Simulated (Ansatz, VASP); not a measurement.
Ni: VASP beside Ansatz

INCAR

```
ALGO     = Normal         # electronic algorithm
EDIFF    = 1E-6           # SCF threshold, eV
ENCUT    = 520            # plane-wave cutoff, eV
GGA      = PE             # functional
ISIF     = 2              # what is computed and relaxed
ISMEAR   = 0              # smearing method
ISPIN    = 2              # spin polarisation
LASPH    = T              # aspherical terms in the spheres
LCHARG   = T              # write CHGCAR
LELF     = T              # ELF
LMAXMIX  = 4              # l up to which the mixer works
LORBIT   = 11             # projections on sites
LREAL    = F              # projectors in reciprocal space
LVHAR    = T            
LWAVE    = F              # write WAVECAR
MAGMOM   = 2 2 2          # initial moments
NBANDS   = 26             # bands
NELM     = 150            # most SCF steps
PREC     = Accurate       # precision mode
SIGMA    = 0.1            # smearing width, eV
```

The input KPOINTS:

```
k-points
0
Gamma
  9 9 9
```

File POSCAR:

```
Ni
1.0
    1.3018538945      0.7516256964      6.2917781840
   -1.3018538945      0.7516256964      6.2917781840
    0.0000000000     -1.5032513929      6.2917781840
Ni
3
Direct
    0.0000000000      0.0000000000      0.0000000000
    0.2222200000      0.2222200000      0.2222200000
    0.7777800000      0.7777800000      0.7777800000
```

Input for Ansatz:

```yaml
crystal:
  lattice:
    - [1.3018538945, 0.7516256964, 6.291778184]
    - [-1.3018538945, 0.7516256964, 6.291778184]
    - [0.0, -1.5032513929, 6.291778184]
  atoms:
    - { symbol: Ni, position: [0.0, 0.0, 0.0], spin: 2.0 }
    - { symbol: Ni, position: [0.22222, 0.22222, 0.22222], spin: 2.0 }
    - { symbol: Ni, position: [0.77778, 0.77778, 0.77778], spin: 2.0 }
basis:
  ecutwfc: 420
kpoints:
  mp_grid: { grid: [9, 9, 9] }
hamiltonian:
  xc: pbe
scf:
  occupations: { method: gaussian, width: 0.1 }
  lower_state_search: "off"
output:
  forces: true
  stress: true
  eigenvalues: true
  populations: true
magnetization:
  spin_polarized: true
```

Alike in both runs: task single point; functional PBE; k mesh 9 × 9 × 9; occupations gaussian, width 0.1 eV; collinear spin.

```csv
,VASP,Ansatz
version,VASP 6.6.1,Ansatz 0.2.0
potentials or method,"VASP PAW PBE potentials, release 64 (Ni), cutoff 520 eV","scalar-relativistic, plane waves, PAW"
valence electrons in the cell,30,54
```

|  | VASP | Ansatz | Ansatz less VASP |
| --- | --- | --- | --- |
| gap on the k mesh at the Fermi level (eV) | none | none | - |
| pressure (GPa) | -17.6 | -17.7 | -0.14 |
| traceless stress, the component that is largest in VASP (GPa) | 2.26 | 1.96 | -0.300 |
| rms of the force components (eV/Å) | 0.030 | 0.032 | +0.0024 |
| net moment per atom (μB) | 0.60 | 0.66 | +0.055 |
| size of the moment on the site where the two differ most (μB) | 0.63 | 0.71 | +0.076 |

Site moments also hang on the region over which each program counts them. Atom by atom the forces differ by 0.002 eV/Å (rms over components). A gap of «none» marks a metal or a gap that the smearing closes. VASP's potentials hold 30 valence electrons a cell and Ansatz's 54, so a difference there can come from the potentials and not from the codes.
